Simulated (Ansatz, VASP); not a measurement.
## WS2: VASP beside Ansatz

```
W S
1.0
     3.12394    0.00000    0.00000
    -1.56197    2.70541    0.00000
     0.00000    0.00000   16.93754
W S
1 2
Direct
  0.33333 0.66667 0.00000
  0.66180 0.33333 0.90715
  0.67153 0.33333 0.09285
```

Change from the starting cell: mode 4 frozen in at -0.015 Å and mode 9 at +0.000 Å (largest displacements).

Alike in both runs: task single point; functional PBEsol; dispersion D3(BJ); k mesh 12 × 12 × 2; occupations gaussian, width 0.05 eV; no spin polarisation.

|  | VASP | Ansatz |
| --- | --- | --- |
| version | VASP 6.6.1 | Ansatz 0.2.0 |
| potentials or method | VASP PAW PBE potentials, release 64 (W_sv, S), cutoff 520 eV | scalar-relativistic, plane waves, PAW |
| valence electrons in the cell | 26 | 26 |

VASP gave:

- gap on the k mesh at the Fermi level (eV): 1.99
- least direct gap on the mesh (eV): 2.04
- rms of the force components (eV/Å): 0.076

What did Ansatz give for the same quantities?

gap on the k mesh at the Fermi level (eV): 1.99; least direct gap on the mesh (eV): 2.04; rms of the force components (eV/Å): 0.075.

VASP's potentials were made for PBE, not for PBEsol, and Ansatz warns of the same on its side. Atom by atom the forces differ by 0.010 eV/Å (rms over components).

Spin-orbit coupling is off throughout.
